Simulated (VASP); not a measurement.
Wanted: the native input for a VASP 6.6.1 run.

* Task: single point
* Functional: PBE
* Potentials or basis: VASP PAW PBE potentials, release 64 (Cu)
* Cutoff: 520 eV
* k mesh: 20 × 20 × 20
* Occupations: gaussian, width 0.15 eV
* Spin: no spin polarisation
* Dipole correction: no
* Further INCAR settings: ALGO = Fast; EDIFF = 1e-06; NBANDS = 18

The structure of Cu lies in POSCAR:

```
Cu
1.0
    1.2629284310     -4.1099231803      0.0000000000
    1.2629284310      4.1099231803      0.0000000000
    0.0000000000      0.0000000000      2.5635103458
Cu
2
Direct
    0.1340351705      0.8659648295      0.2500000000
    0.8659648295      0.1340351705      0.7500000000
```

One way to write it, as run:

INCAR

```
SYSTEM = Cu
PREC = Accurate ; ENCUT = 520
EDIFF = 1E-6 ; ISMEAR = 0
SIGMA = 0.15 ; LREAL = .FALSE.
LASPH = .TRUE. ; NELM = 60
ALGO = Fast ; ISIF = 2
LWAVE = .FALSE. ; LCHARG = .FALSE.
GGA = PE ; NBANDS = 18
```

KPOINTS

```
regular mesh
0
G
  20 20 20
  0 0 0
```

Potentials or basis: VASP PAW PBE potentials, release 64 (Cu).

Run with:

```console
$ cat potpaw_PBE.64/Cu/POTCAR > POTCAR
$ mpirun -np 1 vasp_std > vasp.out
```

It gave:

| Item | Value |
| --- | --- |
| Pressure | -5.7 GPa |
| Largest force | 0.060 eV/Å |
| Band gap on the k mesh | zero (bands 11 and 12 overlap by 5.40 eV) |

Caveat: the cell stands under tension.

Wall time 9.3 min on 1 thread of Intel Xeon 8259CL (shared host), peak memory 0.56 GiB.
